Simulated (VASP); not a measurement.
Crystal: La.

```
CELL_PARAMETERS angstrom
0.00000 2.65465 2.65465
2.65465 0.00000 2.65465
2.65465 2.65465 0.00000
ATOMIC_POSITIONS crystal
La 0.00000 0.00000 0.00000
```

| Item | Value |
| --- | --- |
| Program | VASP 6.6.1 |
| Task | relaxation of cell and atoms |
| Functional | RPBE |
| Potentials or basis | VASP PAW PBE potentials, release 64 (La) |
| Cutoff | 600 eV |
| k mesh | 10 × 10 × 10 |
| Occupations | fermi-dirac, width 0.1 eV |
| Spin | no spin polarisation |

At the start: pressure 1.2 GPa; volume 37.42 Å³/atom.

**Question.** Where does the relaxation end?

**Answer.** Over 3 steps the energy falls by 7.0 meV/atom and the volume is 39.26 Å³/atom (+4.9 %); space group Fm-3m (No. 225, to 0.05 Å).

The path:
```tsv
step	energy change (eV)	largest force (eV/Å)	pressure (GPa)	volume (Å³)
1	0.0000	0.0000	1.24	37.42
2	-0.0069	0.0000	0.17	39.00
3	-0.0070	0.0000	0.01	39.26
```

Final structure:
```cif
data_structure
_symmetry_space_group_name_H-M 'P 1'
_symmetry_Int_Tables_number 1
_cell_length_a 3.8151
_cell_length_b 3.8151
_cell_length_c 3.8151
_cell_angle_alpha 60.000
_cell_angle_beta 60.000
_cell_angle_gamma 60.000
_cell_volume 39.26
loop_
_atom_site_label
_atom_site_type_symbol
_atom_site_fract_x
_atom_site_fract_y
_atom_site_fract_z
_atom_site_occupancy
La1 La 0.00000 0.00000 0.00000 1
```

Caveat: the PAW data sets were made with another functional, which shifts forces and pressure a little.
